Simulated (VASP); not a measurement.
Write the native input for VASP 6.6.1 that does the following.

```yaml
Task: single point
Functional: PBE
Potentials_or_basis: VASP PAW PBE potentials, release 64 (Sr_sv, Hg)
Cutoff: 520 eV
k_mesh: 4 × 4 × 4
Occupations: gaussian, width 0.1 eV
Spin: no spin polarisation
Dipole_correction: no
Further_INCAR_settings: ALGO = Fast; EDIFF = 1e-07; NBANDS = 23
```

The structure of Sr2Hg lies in POSCAR:

```
Sr2Hg
1.0
    0.0000000000      3.7752991100      3.7752991100
    3.7752991100      0.0000000000      3.7752991100
    3.7752991100      3.7752991100      0.0000000000
Sr Hg
2 1
Direct
    0.2500000000      0.2500000000      0.2500000000
    0.7500000000      0.7500000000      0.7500000000
    0.5000000000      0.5000000000      0.5000000000
```

These files were run (other wordings do the same):

INCAR

```
SYSTEM = Sr2Hg
PREC = Accurate
ENCUT = 520
EDIFF = 1E-7
ISMEAR = 0
SIGMA = 0.1
LREAL = .FALSE.
LASPH = .TRUE.
NELM = 60
ALGO = Fast
ISIF = 2
LWAVE = .FALSE.
LCHARG = .FALSE.
GGA = PE
NBANDS = 23
```

KPOINTS

```
Automatic mesh
0
G
  4 4 4
  0 0 0
```

Potentials or basis: VASP PAW PBE potentials, release 64 (Sr_sv, Hg).

Command:

```sh
$ cat potpaw_PBE.64/Sr_sv/POTCAR potpaw_PBE.64/Hg/POTCAR > POTCAR
$ mpirun -np 1 vasp_std > vasp.out
```

It gave:

The pressure is 4.6 GPa and the band gap on the k mesh is zero (band 16 reaches 2.84 eV, above the bottom of band 17 at 2.06 eV).

Caveat: the k points lie up to 0.36 Å⁻¹ apart; spin-orbit coupling is left out, which moves the levels of the heavy elements.

It took 58 s on 1 thread of Intel Xeon 6975P-C, on a shared host, peak memory 0.24 GiB.
